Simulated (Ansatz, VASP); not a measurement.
Two plane-wave programs on GaAs

INCAR

```
SYSTEM = GaAs
PREC = Accurate
ENCUT = 520
EDIFF = 1E-6
ISMEAR = 0
SIGMA = 0.01
LREAL = .False.
LASPH = .True.
NELM = 60
ALGO = Normal
ISIF = 2
LWAVE = .False.
LCHARG = .False.
GGA = PE
NBANDS = 16
ISYM = 0
```

Contents of KPOINTS:

```
regular mesh
0
Gamma
  6 6 6
  0 0 0
```

The input POSCAR:

```
GaAs
1.0
    0.0000000000      2.8330850957      2.8330850957
    2.8330850957      0.0000000000      2.8330850957
    2.8330850957      2.8330850957      0.0000000000
Ga As
1 1
Direct
    0.0000000000      0.0000000000      0.0000000000
    0.2500000000      0.2500000000      0.2500000000
```

Input for Ansatz:

```yaml
crystal:
  lattice:
    - [0.0, 2.8330850957, 2.8330850957]
    - [2.8330850957, 0.0, 2.8330850957]
    - [2.8330850957, 2.8330850957, 0.0]
  atoms:
    - { symbol: Ga, position: [0.0, 0.0, 0.0] }
    - { symbol: As, position: [0.25, 0.25, 0.25] }
  symmetry: { detect: false }
kpoints:
  mp_grid: { grid: [6, 6, 6] }
hamiltonian:
  xc: pbe
scf:
  occupations: { method: fixed }
  n_extra_bands: 4
output:
  forces: true
  stress: true
  eigenvalues: true
```

Alike in both runs: task single point; functional PBE; k mesh 6 × 6 × 6; no spin polarisation.

|  | VASP | Ansatz |
| --- | --- | --- |
| version | VASP 6.6.1 | Ansatz 0.2.0 |
| potentials or method | VASP PAW PBE potentials, release 64 (Ga_d, As) | plane waves |
| plane-wave cutoff (eV) | 520 | 420 |
| occupations | gaussian, width 0.01 eV | fixed |
| valence electrons in the cell | 18 | 28 |

```tsv
	VASP	Ansatz	Ansatz less VASP
gap on the k mesh at the Fermi level (eV)	0.47	0.46	-0.004
pressure (GPa)	2.9	2.8	-0.17
```

VASP's potentials hold 18 valence electrons a cell and Ansatz's 28, so a difference there can come from the potentials and not from the codes.
